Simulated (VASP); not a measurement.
Set up this calculation in VASP 6.6.1, as the native input.

* Task: single point
* Functional: PBE
* Potentials or basis: VASP PAW PBE potentials, release 64 (K_sv, Nb_sv, O)
* Cutoff: 520 eV
* k mesh: 4 × 4 × 4
* Occupations: gaussian, width 0.1 eV
* Spin: no spin polarisation
* Dipole correction: no
* Further INCAR settings: ALGO = Normal; EDIFF = 1e-06; NBANDS = 35

The structure of KNb3O lies in POSCAR:

```
KNb3O
1.0
    4.0653155700      0.0000000000      0.0000000000
    0.0000000000      4.0653155700      0.0000000000
    0.0000000000      0.0000000000      6.9094865600
K Nb O
1 3 1
Direct
    0.5000000000      0.5000000000      0.5000000000
    0.5000000000      0.5000000000      0.0000000000
    0.0000000000      0.0000000000      0.8558533600
    0.0000000000      0.0000000000      0.1441466400
    0.0000000000      0.0000000000      0.5000000000
```

The cell was generated, and may not be a known phase.

One way to write it, as run:

INCAR

```
SYSTEM = KNb3O
PREC = Accurate
ENCUT = 520
EDIFF = 1E-6
ISMEAR = 0
SIGMA = 0.1
LREAL = .FALSE.
LASPH = .TRUE.
NELM = 60
ALGO = Normal
ISIF = 2
LWAVE = .FALSE.
LCHARG = .FALSE.
GGA = PE
NBANDS = 35
```

KPOINTS

```
regular mesh
0
G
  4 4 4
  0 0 0
```

Potentials or basis: VASP PAW PBE potentials, release 64 (K_sv, Nb_sv, O).

The run is started by

```console
$ cat potpaw_PBE.64/K_sv/POTCAR potpaw_PBE.64/Nb_sv/POTCAR potpaw_PBE.64/O/POTCAR > POTCAR
$ mpirun -np 1 vasp_std > vasp.out
```

Results of the run:

```
Pressure               : -5.3 GPa
Largest force          : 8.473 eV/Å
Band gap on the k mesh : zero (bands 27 and 28 overlap by 0.64 eV)
```

Caveat: the k points lie up to 0.39 Å⁻¹ apart, too coarse for converged energies and pressures of a metal; atoms lie so close that the PAW spheres overlap strongly, which falsifies energies and pressures; forces of over 1 eV/Å act on the atoms, so gaps and moduli don't describe the material at rest.

Run time: 100 s on 1 thread of AMD EPYC 7R13 (shared host), peak memory 0.21 GiB.
